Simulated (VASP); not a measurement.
# CuF (P6_3mc) in VASP: further runs, part 2 of 2

VASP 6.6.1. Earlier steps stand in the parts before.

### Step 5. Single point, PBE

This run uses another cell than the first one, of 11.33 Å³/atom.

Input file INCAR:

```
SYSTEM = CuF
ALGO     = Normal         ! electronic algorithm
EDIFF    = 1E-6           ! SCF threshold, eV
ENCUT    = 820            ! plane-wave cutoff, eV
GGA      = PE             ! functional
GGA_COMPAT= .False.      
ISIF     = 2              ! what is computed and relaxed
ISMEAR   = -1             ! smearing method
LASPH    = .True.         ! aspherical terms in the spheres
LCHARG   = .False.        ! write CHGCAR
LREAL    = .False.        ! projectors in reciprocal space
LWAVE    = .False.        ! write WAVECAR
NBANDS   = 34             ! bands
NELM     = 120            ! most SCF steps
PREC     = Accurate       ! precision mode
SIGMA    = 0.02           ! smearing width, eV
```

Input file KPOINTS:

```
k-points
0
Gamma
  12 12 4
  0 0 0
```

Input file POSCAR:

```
CuF
1.0
    2.7897758246      0.0000000000      0.0000000000
   -1.3948879123      2.4160167350      0.0000000000
    0.0000000000      0.0000000000      6.7211225818
Cu F
2 2
Direct
    0.3333333333      0.6666666667      0.0459865600
    0.6666666667      0.3333333333      0.5459865600
    0.3333333333      0.6666666667      0.3290134400
    0.6666666667      0.3333333333      0.8290134400
```

Potentials or basis: VASP PAW PBE potentials, release 64 (Cu_sv_GW, F).

Run with:

```console
> cat potpaw_PBE.64/Cu_sv_GW/POTCAR potpaw_PBE.64/F/POTCAR > POTCAR
> mpirun -np 1 vasp_std > vasp.out
```

OUTCAR:

```text
SYSTEM = CuF
   EDIFF = 1E-6
   ENCUT = 820
   GGA = PE
   ISIF = 2
   ISMEAR = -1
   LASPH = .True.
   LREAL = .False.
   NELM = 120
   PREC = Accurate

 ion  position               nearest neighbor table
   1  0.333  0.667  0.046-   3 1.90   4 2.17   4 2.17   4 2.17
   2  0.667  0.333  0.546-   4 1.90   3 2.17   3 2.17   3 2.17
   3  0.333  0.667  0.329-   1 1.90   2 2.17   2 2.17   2 2.17
   4  0.667  0.333  0.829-   2 1.90   1 2.17   1 2.17   1 2.17

  LATTYP: Found a hexagonal cell.
 ALAT       =     2.7897758246
 C/A-ratio  =     2.4091980877

[... 1087 lines left out ...]
  --------------------------------------------------------------------------------------
  -------------------------------------------------------------------------------------
  Total        1.0919374      1.0919374      2.2344773      0.0000000      0.0000000      0.0000000
  in kB       38.6186665     38.6186665     79.0269957      0.0000000      0.0000000      0.0000000
  external PRESSURE =      52.0881096 kB  Pullay stress =       0.0000000 kB

 VOLUME and BASIS-vectors are now :
 -----------------------------------------------------------------------------
  energy-cutoff  :      820.00
  volume of cell :       45.30
      direct lattice vectors                 reciprocal lattice vectors
     2.789775825  0.000000000  0.000000000     0.358451741  0.206952209  0.000000000
    -1.394887912  2.416016735  0.000000000     0.000000000  0.413904418  0.000000000
     0.000000000  0.000000000  6.721122582     0.000000000  0.000000000  0.148784669

 POSITION                                       TOTAL-FORCE (eV/Angst)
 -----------------------------------------------------------------------------------
     -0.00000      1.61068      0.30908        -0.000000      0.000000      0.014639
      1.39489      0.80534      3.66964         0.000000     -0.000000      0.014639
     -0.00000      1.61068      2.21134         0.000000     -0.000000     -0.014639
      1.39489      0.80534      5.57190         0.000000      0.000000     -0.014639
 -----------------------------------------------------------------------------------
    total drift:                               -0.000001      0.000001     -0.006556

  FREE ENERGIE OF THE ION-ELECTRON SYSTEM (eV)
  ---------------------------------------------------
  free  energy   TOTEN  =       -14.7670219652 eV

  energy  without entropy=      -14.7668992674  energy(sigma->0) =      -14.76696062
```

OSZICAR:

```text
N       E                     dE             d eps       ncg     rms          rms(c)
DAV:   1     0.115111940308E+04    0.11511E+04   -0.42262E+04  6062   0.595E+03
DAV:   2     0.108420090566E+03   -0.10427E+04   -0.10027E+04  6292   0.136E+03
DAV:   3    -0.116869381328E+02   -0.12011E+03   -0.11753E+03  7510   0.560E+02
DAV:   4    -0.168034053597E+02   -0.51165E+01   -0.50800E+01  6884   0.127E+02
DAV:   5    -0.169167664718E+02   -0.11336E+00   -0.11327E+00  6576   0.143E+01    0.103E+01
DAV:   6    -0.159552300037E+02    0.96154E+00   -0.15694E+01  6824   0.173E+02    0.868E+00
DAV:   7    -0.147803083989E+02    0.11749E+01   -0.55461E+00  6328   0.142E+02    0.239E+00
DAV:   8    -0.147761320867E+02    0.41763E-02   -0.27178E-01  7000   0.678E+00    0.124E+00
DAV:   9    -0.147669711034E+02    0.91610E-02   -0.27110E-02  6536   0.530E+00    0.191E-01
DAV:  10    -0.147670668991E+02   -0.95796E-04   -0.31487E-03  7112   0.128E+00    0.907E-02
DAV:  11    -0.147670420125E+02    0.24887E-04   -0.48051E-04  7008   0.108E+00    0.440E-02
DAV:  12    -0.147670214637E+02    0.20549E-04   -0.12086E-04  6328   0.218E-01    0.997E-03
DAV:  13    -0.147670219652E+02   -0.50154E-06   -0.90734E-06  5464   0.762E-02
   1 F= -.14767022E+02 E0= -.14766961E+02  d E =-.122698E-03
```

stdout:

```text
POSCAR found type information on POSCAR CuF
 POSCAR found :  2 types and       4 ions
 scaLAPACK will be used
 LDA part: xc-table for (Slater+PW92), standard interpolation
 POSCAR, INCAR and KPOINTS ok, starting setup
 FFT: planning ... GRIDC
 FFT: planning ... GRID_SOFT
 FFT: planning ... GRID
 WAVECAR not read
 entering main loop
```

It took 2.1 min on 1 thread of Intel Xeon 6975P-C (Granite Rapids), shared host; peak memory 0.33 GiB.

What came out:

| Property | Result |
| --- | --- |
| Free energy | -14.7670 eV |
| Pressure | 5.2 GPa |
| Largest force | 0.015 eV/Å |
| Band gap on the k mesh | 0.13 eV (least direct gap 0.47 eV) |

Forces on the atoms (eV/Å):
```
Cu   0.000  0.000  0.015
Cu   0.000  0.000  0.015
F    0.000  0.000 -0.015
F    0.000  0.000 -0.015
```

Caveat: the cell stands under pressure; the structure was generated, so it needn't be the stable form of CuF; semilocal functionals underestimate gaps, and a narrow one can read as zero. A k mesh can miss the band edges.

### Step 6. The runs side by side

| cell | k mesh | gap on the mesh (eV) | pressure (GPa) | largest force (eV/Å) |
| --- | --- | --- | --- | --- |
| a = 2.836, b = 2.836, c = 6.739 Å, angles 90.0, 90.0, 120.0°, 4 atoms, atomic positions A | 9 × 9 × 4 | 0.14 | 2.2 | 0.06 |
| a = 2.864, b = 2.864, c = 6.808 Å, angles 90.0, 90.0, 120.0°, 4 atoms, atomic positions A | 9 × 9 × 4 | 0.12 | -0.7 | 0.01 |
| a = 2.806, b = 2.806, c = 6.669 Å, angles 90.0, 90.0, 120.0°, 4 atoms, atomic positions A | 9 × 9 × 4 | 0.16 | 5.7 | 0.11 |
| a = 2.790, b = 2.790, c = 6.721 Å, angles 90.0, 90.0, 120.0°, 4 atoms, atomic positions B | 12 × 12 × 4 | 0.13 | 5.2 | 0.01 |

Alike in all rows: task single point; level PBE; potentials or basis VASP PAW PBE potentials, release 64 (Cu_sv_GW, F); no spin polarisation; cutoff (eV) 820; smearing fermi-dirac 0.02 eV.

Caveats: the structure was generated, so it needn't be the stable form of CuF; semilocal functionals underestimate gaps, and a narrow one can read as zero; the stress differs along the axes, from 3 to 10 GPa (at least some runs); the cell stands under pressure (at least some runs).

Absolute energies hang on the potentials; compare differences alone.
